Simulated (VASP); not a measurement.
# GaN (F-43m) in VASP: notebook

The runs below take GaN through single point, with r2SCAN.

Program: VASP 6.6.1. These are calculated values, not measurements. Logs are shortened: lines on timing, memory, paths and dates and some standing lists are left out, and cuts for length are marked.

## 1. The cell of the first run

The structure is cubic, space group F-43m (No. 216). The conventional cell has a = 4.429 Å, b = 4.429 Å, c = 4.429 Å, α = 90.00°, β = 90.00°, γ = 90.00°. Within 2.5 Å of Ga (site symmetry -43m) lie 4 N at 1.92 Å. N (site symmetry -43m) has 4 Ga at 1.92 Å within 2.5 Å.

## 2. Single point, r2SCAN

POSCAR

```
GaN
1.0
    2.2147053600      2.2147053600      0.0000000000
   -2.2147053600      2.2147053600      0.0000000000
    0.0000000000      2.2147053600      2.2147053600
Ga N
1 1
Direct
    0.0000000000      0.0000000000      0.0000000000
    0.2500000000      0.7500000000      0.5000000000
```

INCAR.step1

```
PREC = Accurate
ENCUT = 1460
ISMEAR = 0
SIGMA = 0.01
LREAL = False
LASPH = True
NELM = 120
NBANDS = 16
GGA = PE
ALGO = Normal
EDIFF = 1E-5
LWAVE = True
LCHARG = False
GGA_COMPAT = False
```

INCAR.step2

```
PREC = Accurate
ENCUT = 1460
EDIFF = 1E-6
ISMEAR = 0
SIGMA = 0.01
LREAL = False
LASPH = True
NELM = 120
ALGO = Normal
ISIF = 2
LWAVE = False
LCHARG = True
METAGGA = R2SCAN
LMIXTAU = True
LELF = True
LVHAR = True
NBANDS = 16
ISTART = 1
GGA_COMPAT = False
```

KPOINTS

```
Automatic mesh
0
Gamma
  10 10 10
```

Potentials or basis: VASP PAW PBE potentials, release 64 (Ga_d, N_h).

Started as:

```sh
> cat potpaw_PBE.64/Ga_d/POTCAR potpaw_PBE.64/N_h/POTCAR > POTCAR
> cp INCAR.step1 INCAR
> mpirun -np 1 vasp_std > vasp.out
> cp INCAR.step2 INCAR
> mpirun -np 1 vasp_std > vasp.out
```

OUTCAR:

```text
PREC = Accurate
   ENCUT = 1460
   EDIFF = 1E-6
   ISMEAR = 0
   LREAL = False
   LASPH = True
   NELM = 120
   ISIF = 2
   METAGGA = R2SCAN
   ISTART = 1

 ion  position               nearest neighbor table
   1  0.000  0.000  0.000-   2 1.92   2 1.92   2 1.92   2 1.92
   2  0.250  0.750  0.500-   1 1.92   1 1.92   1 1.92   1 1.92

  LATTYP: Found a face centered cubic cell.
 ALAT       =     4.4294107200

  Lattice vectors:

 A1 = (   0.0000000000,   2.2147053600,   2.2147053600)
 A2 = (   2.2147053600,   0.0000000000,   2.2147053600)
 A3 = (   2.2147053600,   2.2147053600,   0.0000000000)

Analysis of symmetry for initial positions (statically):
=====================================================================
 Subroutine PRICEL returns:
 Original cell was already a primitive cell.

 Routine SETGRP: Setting up the symmetry group for a
 face centered cubic supercell.

 Subroutine GETGRP returns: Found 24 space group operations
 (whereof 24 operations were pure point group operations)
 out of a pool of 48 trial point group operations.

The static configuration has the point symmetry T_d .

Analysis of symmetry for dynamics (positions and initial velocities):
=====================================================================
 Subroutine PRICEL returns:
 Original cell was already a primitive cell.

 Routine SETGRP: Setting up the symmetry group for a
 face centered cubic supercell.

 Subroutine GETGRP returns: Found 24 space group operations
 (whereof 24 operations were pure point group operations)
 out of a pool of 48 trial point group operations.

The dynamic configuration has the point symmetry T_d .

 Subroutine INISYM returns: Found 24 space group operations
 (whereof 24 operations are pure point group operations),
 and found     1 'primitive' translations

----------------------------------------------------------------------------------------

                                     Primitive cell

  volume of cell :      21.7259

  direct lattice vectors                    reciprocal lattice vectors
     2.214705360  2.214705360  0.000000000     0.225763665  0.225763665 -0.225763665
    -2.214705360  2.214705360  0.000000000    -0.225763665  0.225763665 -0.225763665
     0.000000000  2.214705360  2.214705360     0.000000000  0.000000000  0.451527331

  length of vectors
     3.132066357  3.132066357  3.132066357     0.391034139  0.391034139  0.451527331

  position of ions in fractional coordinates (direct lattice)
     0.000000000  0.000000000  0.000000000
     0.250000000  0.750000000  0.500000000

  ion indices of the primitive-cell ions
   primitive index   ion index
                 1           1
                 2           2

----------------------------------------------------------------------------------------

 KPOINTS: Automatic mesh

Automatic generation of k-mesh.
 Grid dimensions read from file:
 generate k-points for:   10   10   10

 Generating k-lattice:

  Cartesian coordinates                     Fractional coordinates (reciprocal lattice)
     0.022576367  0.022576367 -0.022576367     0.100000000  0.000000000  0.000000000
    -0.022576367  0.022576367 -0.022576367     0.000000000  0.100000000  0.000000000
     0.000000000  0.000000000  0.045152733     0.000000000  0.000000000  0.100000000

  Length of vectors
     0.039103414  0.039103414  0.045152733

  Shift w.r.t. Gamma in fractional coordinates (k-lattice)
     0.000000000  0.000000000  0.000000000

 Subroutine IBZKPT returns following result:
 ===========================================

 Found     47 irreducible k-points:

 Following reciprocal coordinates:
            Coordinates               Weight
  0.000000  0.000000  0.000000      1.000000
  0.100000  0.000000  0.000000      8.000000
  0.200000  0.000000  0.000000      8.000000
  0.300000  0.000000  0.000000      8.000000
  0.400000  0.000000  0.000000      8.000000
  0.500000  0.000000  0.000000      4.000000
[... 16 lines left out ...]
  0.300000  0.300000  0.000000     12.000000
  0.400000  0.300000  0.000000     24.000000
 [... further k-points ...]
   k-points           NKPTS =     47   k-points in BZ     NKDIM =     47   number of bands    NBANDS=     16
   number of dos      NEDOS =    301   number of ions     NIONS =      2
   total plane-waves  NPLWV =  64000
   dimension x,y,z NGX =    40 NGY =   40 NGZ =   40
   dimension x,y,z NGXF=    80 NGYF=   80 NGZF=   80
   ions per type =               1   1
   NGX,Y,Z   is equivalent  to a cutoff of  21.23, 21.23, 21.23 a.u.
   NGXF,Y,Z  is equivalent  to a cutoff of  42.46, 42.46, 42.46 a.u.
 SYSTEM =  unknown system
   PREC   = accura    normal or accurate (medium, high low for compatibility)
   ISTART =      1    job   : 0-new  1-cont  2-samecut
   ICHARG =      0    charge: 1-file 2-atom 10-const
   ISPIN  =      1    spin polarized calculation?
   LNONCOLLINEAR =      F non collinear calculations
   LSORBIT =      F    spin-orbit coupling
   LASPH  =      T    aspherical Exc in radial PAW
   ENCUT  = 1460.0 eV 107.31 Ry   10.36 a.u.   9.76  9.76  9.76*2*pi/ulx,y,z
   NELM   =    120;   NELMIN=  2; NELMDL=  0     # of ELM steps
   EDIFF  = 0.1E-05   stopping-criterion for ELM
   LREAL  =      F    real-space projection
   EDIFFG = 0.1E-04   stopping-criterion for IOM
   NSW    =      0    number of steps for IOM
   IBRION =     -1    ionic relax: 0-MD 1-quasi-New 2-CG
   NFREE  =      0    steps in history (QN), initial steepest desc. (CG)
   ISIF   =      2    stress and relaxation
   ISYM   =      2    0-nonsym 1-usesym 2-fastsym
   POTIM  = 0.5000    time-step for ionic-motion
   TEBEG  =    0.0;   TEEND  =   0.0 temperature during run
   PSTRESS=    0.0 pullay stress
   NELECT =      18.0000    total number of electrons
   NUPDOWN=      -1.0000    fix difference up-down
   EMIN   =  10.00;   EMAX   =-10.00  energy-range for DOS
   EFERMI =   0.00;   METHOD = LEGACY
   ISMEAR =     0;   SIGMA  =   0.01  broadening in eV -4-tet -1-fermi 0-gaus
   EFERMI_NEDOS =   21; number of points for ismear=-14 and -15
   IALGO  =     38    algorithm
   IMIX   =      4    mixing-type and parameters
     AMIX     =   0.40;   BMIX     =  1.00
     AMIX_MAG =   1.60;   BMIX_MAG =  1.00
  volume/ion in A,a.u.               =      10.86        73.31
  Fermi-wavevector in a.u.,A,eV,Ry     =   1.537587  2.905618 32.166539  2.364174
  Thomas-Fermi vector in A             =   2.644075
   LORBIT       =      0    0 simple, 1 ext, 2 COOP (PROOUT), +10 PAW based schemes
   METAGGA = R2SCAN    functional components
   LHFCALC =     F    Hartree Fock is set to
   AEXX    =    0.0000 exact exchange contribution
   IVDW    =     0    specifies the selected vdW correction
   LEPSILON=     F    determine dielectric tensor
   LRPA    =     F    only Hartree local field effects (RPA)
 non-spin polarized calculation
 Gauss-broadening in eV      SIGMA  =   0.01
  energy-cutoff  :     1460.00
  volume of cell :       21.73
 maximum number of plane-waves:      2778
   NGX = 19   NGY = 19   NGZ = 19

 number of electron      18.0000001 magnetization

 Free energy of the ion-electron system (eV)
  ---------------------------------------------------
  ext. energy  EPLUGINS =         0.00000000
  ---------------------------------------------------
  free energy    TOTEN  =       -21.86189321 eV

  energy without entropy =      -21.86189321  energy(sigma->0) =      -21.86189321

 E-fermi :   5.9936     XC(G=0): -12.9369

 val. band max:        5.9100678646   @ k =   0.0000   0.0000   0.0000
 cond. band min:       8.3750098347   @ k =   0.0000   0.0000   0.0000
 fundamental gap:      2.4649419701
 Fermi energy:         5.9936478988

 k-point     1 :       0.0000    0.0000    0.0000
  band No.  band energies     occupation
      1     -11.2860      2.00000
      2      -7.9722      2.00000
      3      -7.9721      2.00000
      4      -7.9721      2.00000
      5      -7.5611      2.00000
      6      -7.5611      2.00000
[... 8 lines left out ...]
     15      26.0596      0.00000
     16      26.0597      0.00000

 k-point     2 :       0.1000    0.0000    0.0000
  band No.  band energies     occupation
      1     -11.1641      2.00000
      2      -7.9556      2.00000
      3      -7.9556      2.00000
      4      -7.9345      2.00000
      5      -7.5626      2.00000
      6      -7.5626      2.00000
[... 8 lines left out ...]
     15      24.5971      0.00000
     16      24.7677      0.00000

 k-point     3 :       0.2000    0.0000    0.0000
  band No.  band energies     occupation
      1     -10.8472      2.00000
      2      -7.9168      2.00000
      3      -7.9168      2.00000
      4      -7.7788      2.00000
      5      -7.5614      2.00000
      6      -7.5614      2.00000
[... 8 lines left out ...]
     15      23.7913      0.00000
     16      23.7913      0.00000

 k-point     4 :       0.3000    0.0000    0.0000
  band No.  band energies     occupation
      1     -10.4800      2.00000
      2      -7.8808      2.00000
      3      -7.8808      2.00000
      4      -7.5466      2.00000
      5      -7.5466      2.00000
      6      -7.4002      2.00000
[... 8 lines left out ...]
     15      24.4123      0.00000
     16      24.4123      0.00000

 k-point     5 :       0.4000    0.0000    0.0000
  band No.  band energies     occupation
      1     -10.2279      2.00000
      2      -7.8634      2.00000
      3      -7.8634      2.00000
      4      -7.5215      2.00000
      5      -7.5215      2.00000
      6      -6.7964      2.00000
[... 8 lines left out ...]
     15      26.0729      0.00000
     16      26.0729      0.00000

 k-point     6 :       0.5000    0.0000    0.0000
  band No.  band energies     occupation
      1     -10.1465      2.00000
      2      -7.8596      2.00000
      3      -7.8596      2.00000
      4      -7.5088      2.00000
      5      -7.5088      2.00000
      6      -6.4221      2.00000
[... 8 lines left out ...]
     15      27.3124      0.00000
     16      27.3124      0.00000

 k-point     7 :       0.1000    0.1000    0.0000
  band No.  band energies     occupation
      1     -10.9772      2.00000
      2      -7.9359      2.00000
      3      -7.9231      2.00000
      4      -7.8633      2.00000
      5      -7.5751      2.00000
      6      -7.5500      2.00000
[... 8 lines left out ...]
     15      23.6132      0.00000
     16      26.4382      0.00000

 k-point     8 :       0.2000    0.1000    0.0000
  band No.  band energies     occupation
      1     -10.6445      2.00000
      2      -7.8943      2.00000
      3      -7.8853      2.00000
      4      -7.6643      2.00000
      5      -7.5796      2.00000
      6      -7.5033      2.00000
[... 8 lines left out ...]
     15      23.6848      0.00000
     16      26.1854      0.00000

 k-point     9 :       0.3000    0.1000    0.0000
  band No.  band energies     occupation
      1     -10.3253      2.00000
      2      -7.8619      2.00000
      3      -7.8572      2.00000
      4      -7.5624      2.00000
      5      -7.5504      2.00000
      6      -7.1179      2.00000
[... 8 lines left out ...]
     15      23.8435      0.00000
     16      26.4705      0.00000
[... 172 lines left out ...]
 k-point    19 :       0.5000    0.2000    0.0000
  band No.  band energies     occupation
      1     -10.0497      2.00000
      2      -7.8388      2.00000
      3      -7.7671      2.00000
      4      -7.6170      2.00000
      5      -7.5033      2.00000
      6      -6.3277      2.00000
[... 8 lines left out ...]
     15      27.7297      0.00000
     16      28.2742      0.00000

 k-point    20 :      -0.4000    0.2000    0.0000
  band No.  band energies     occupation
      1     -10.1842      2.00000
      2      -7.8331      2.00000
      3      -7.7746      2.00000
      4      -7.6703      2.00000
      5      -7.5011      2.00000
      6      -6.9142      2.00000
[... 8 lines left out ...]
     15      27.7397      0.00000
     16      28.3740      0.00000

 k-point    21 :      -0.3000    0.2000    0.0000
  band No.  band energies     occupation
      1     -10.4331      2.00000
      2      -7.8378      2.00000
      3      -7.8053      2.00000
      4      -7.7290      2.00000
      5      -7.5149      2.00000
      6      -7.3988      2.00000
[... 8 lines left out ...]
     15      27.8390      0.00000
     16      28.2288      0.00000

 k-point    22 :      -0.2000    0.2000    0.0000
  band No.  band energies     occupation
      1     -10.7081      2.00000
      2      -7.8555      2.00000
      3      -7.8555      2.00000
      4      -7.8296      2.00000
      5      -7.5643      2.00000
      6      -7.5295      2.00000
[... 8 lines left out ...]
     15      28.0425      0.00000
     16      28.9654      0.00000

 k-point    23 :       0.3000    0.3000    0.0000
  band No.  band energies     occupation
      1     -10.0057      2.00000
      2      -7.8351      2.00000
      3      -7.7351      2.00000
      4      -7.5976      2.00000
      5      -7.5582      2.00000
      6      -6.1640      2.00000
[... 8 lines left out ...]
     15      24.9988      0.00000
     16      30.2708      0.00000

 k-point    24 :       0.4000    0.3000    0.0000
  band No.  band energies     occupation
      1      -9.9483      2.00000
      2      -7.8253      2.00000
      3      -7.6956      2.00000
      4      -7.6302      2.00000
      5      -7.5240      2.00000
      6      -5.9274      2.00000
[... 8 lines left out ...]
     15      27.1819      0.00000
     16      30.4983      0.00000

 [... further k-points ...]

------------------------ aborting loop because EDIFF is reached ----------------------------------------

  FORCE on cell =-STRESS in cart. coord.  units (eV):
  Direction    XX          YY          ZZ          XY          YZ          ZX
  --------------------------------------------------------------------------------------
  -------------------------------------------------------------------------------------
  Total        1.5027312      1.5027312      1.5027312      0.0000000      0.0000000     -0.0000000
  in kB      110.8189460    110.8189460    110.8189460      0.0000000      0.0000000     -0.0000000
  external PRESSURE =     110.8189460 kB  Pullay stress =       0.0000000 kB

 VOLUME and BASIS-vectors are now :
 -----------------------------------------------------------------------------
  energy-cutoff  :     1460.00
  volume of cell :       21.73
      direct lattice vectors                 reciprocal lattice vectors
     2.214705360  2.214705360  0.000000000     0.225763665  0.225763665 -0.225763665
    -2.214705360  2.214705360  0.000000000    -0.225763665  0.225763665 -0.225763665
     0.000000000  2.214705360  2.214705360     0.000000000  0.000000000  0.451527331

 POSITION                                       TOTAL-FORCE (eV/Angst)
 -----------------------------------------------------------------------------------
      0.00000      0.00000      0.00000         0.000000     -0.000000      0.000000
     -1.10735      3.32206      1.10735        -0.000000      0.000000     -0.000000
 -----------------------------------------------------------------------------------
    total drift:                               -0.000000     -0.000000      0.000000

  FREE ENERGIE OF THE ION-ELECTRON SYSTEM (eV)
  ---------------------------------------------------
  free  energy   TOTEN  =       -21.8618932071 eV

  energy  without entropy=      -21.8618932071  energy(sigma->0) =      -21.86189321
```

Run time: 2.3 min. Hardware: 1 thread of Intel Xeon 6975P-C (Granite Rapids), shared host; peak memory 0.31 GiB.

Results:

- Free energy: -21.8619 eV
- Pressure: 11.1 GPa
- Band gap on the k mesh: 2.46 eV

Levels at points of the mesh, in eV from the valence-band top:
```tsv
k point	band 5	band 6	band 7	band 8	band 9	band 10	band 11	band 12	band 13	band 14
(0.00, 0.00, 0.00)	-13.47	-13.47	0.00	0.00	0.00	2.46	11.35	11.35	11.35	19.29
(0.50, 0.00, 0.00)	-13.42	-12.33	-7.51	-1.07	-1.07	5.54	9.72	11.28	11.28	16.99
(0.50, 0.50, 0.00)	-13.38	-11.96	-6.44	-2.97	-2.97	3.79	7.56	12.99	15.53	15.53
```

Caveat: the cell stands under pressure; the PAW data sets were made with another functional, which shifts forces and pressure a little.

## 3. Single point, r2SCAN

This run uses another cell than the first one, of 11.15 Å³/atom.

POSCAR

```
GaN
1.0
    2.2342277387      2.2342277387      0.0000000000
   -2.2342277387      2.2342277387      0.0000000000
    0.0000000000      2.2342277387      2.2342277387
Ga N
1 1
Direct
    0.0000000000      0.0000000000      0.0000000000
    0.2500000000      0.7500000000      0.5000000000
```

INCAR.step1 is that of step 2.

Changes to INCAR.step2 since step 2:

```diff
@@ -11,7 +11,5 @@
 LWAVE = False
-LCHARG = True
+LCHARG = False
 METAGGA = R2SCAN
 LMIXTAU = True
-LELF = True
-LVHAR = True
 NBANDS = 16
```

KPOINTS

```
regular mesh
0
Gamma
  10 10 10
```

Potentials or basis: VASP PAW PBE potentials, release 64 (Ga_d, N_h).

Started as:

```sh
> cat potpaw_PBE.64/Ga_d/POTCAR potpaw_PBE.64/N_h/POTCAR > POTCAR
> cp INCAR.step1 INCAR
> mpirun -np 1 vasp_std > vasp.out
> cp INCAR.step2 INCAR
> mpirun -np 1 vasp_std > vasp.out
```

Wall time 3.4 min (1 thread of Intel Xeon Platinum 8124M at 3.00GHz (Skylake/Cascade Lake), shared host); peak memory 0.31 GiB.

Results (log left out):

```yaml
Free_energy: -21.8915 eV
Pressure: 5.1 GPa
Band_gap_on_the_k_mesh: 2.29 eV
```

Levels at points of the mesh, in eV from the valence-band top:
```tsv
k point	band 6	band 7	band 8	band 9	band 10	band 11	band 12	band 13
(0.00, 0.00, 0.00)	-13.47	0.00	0.00	0.00	2.29	11.18	11.18	11.18
(0.50, 0.00, 0.00)	-12.34	-7.33	-1.03	-1.03	5.35	9.58	11.14	11.14
(0.50, 0.50, 0.00)	-11.97	-6.33	-2.88	-2.88	3.78	7.40	12.78	15.23
```

Caveat: the cell stands under pressure; the PAW data sets were made with another functional, which shifts forces and pressure a little.

## 4. Single point, r2SCAN

This run uses another cell than the first one, of 11.26 Å³/atom.

POSCAR

```
GaN
1.0
    2.2414625340      2.2414625340      0.0000000000
   -2.2414625340      2.2414625340      0.0000000000
    0.0000000000      2.2414625340      2.2414625340
Ga N
1 1
Direct
    0.0000000000      0.0000000000      0.0000000000
    0.2500000000      0.7500000000      0.5000000000
```

INCAR.step1

```
SYSTEM = GaN
ALGO = Normal ; EDIFF = 1E-5
ENCUT = 1460 ; GGA = PE
GGA_COMPAT = .FALSE. ; ISMEAR = 0
LASPH = .TRUE. ; LCHARG = .FALSE.
LREAL = .FALSE. ; LWAVE = .TRUE.
NBANDS = 16 ; NELM = 120
PREC = Accurate ; SIGMA = 0.01
```

INCAR.step2

```
SYSTEM = GaN
ALGO = Normal ; EDIFF = 1E-6
ENCUT = 1460 ; GGA_COMPAT = .FALSE.
ISIF = 2 ; ISMEAR = 0
ISTART = 1 ; LASPH = .TRUE.
LCHARG = .FALSE. ; LMIXTAU = .TRUE.
LREAL = .FALSE. ; LWAVE = .FALSE.
METAGGA = R2SCAN ; NBANDS = 16
NELM = 120 ; PREC = Accurate
SIGMA = 0.01
```

KPOINTS

```
k-points
0
G
  10 10 10
  0 0 0
```

Started as:

```sh
> cat potpaw_PBE.64/Ga_d/POTCAR potpaw_PBE.64/N_h/POTCAR > POTCAR
> cp INCAR.step1 INCAR
> mpirun -np 1 vasp_std > vasp.out
> cp INCAR.step2 INCAR
> mpirun -np 1 vasp_std > vasp.out
```

Run time: 1.8 min. Hardware: 1 thread of Intel Xeon 6975P-C (Granite Rapids), shared host; peak memory 0.32 GiB.

The run converged. Its results:

| Item | Value |
| --- | --- |
| Free energy | -21.8972 eV |
| Pressure | 3.0 GPa |
| Band gap on the k mesh | 2.22 eV |

Levels at points of the mesh, in eV from the valence-band top:
```
           k point  band 6  band 7  band 8  band 9  band 10  band 11  band 12  band 13
(0.00, 0.00, 0.00)  -13.48    0.00    0.00    0.00     2.22    11.11    11.11    11.11
(0.50, 0.00, 0.00)  -12.35   -7.26   -1.02   -1.02     5.28     9.53    11.09    11.09
(0.50, 0.50, 0.00)  -11.97   -6.28   -2.84   -2.84     3.77     7.34    12.70    15.12
```

Caveat: the cell stands under pressure; the PAW data sets were made with another functional, which shifts forces and pressure a little.

(Part 1 of 2 ends here.)
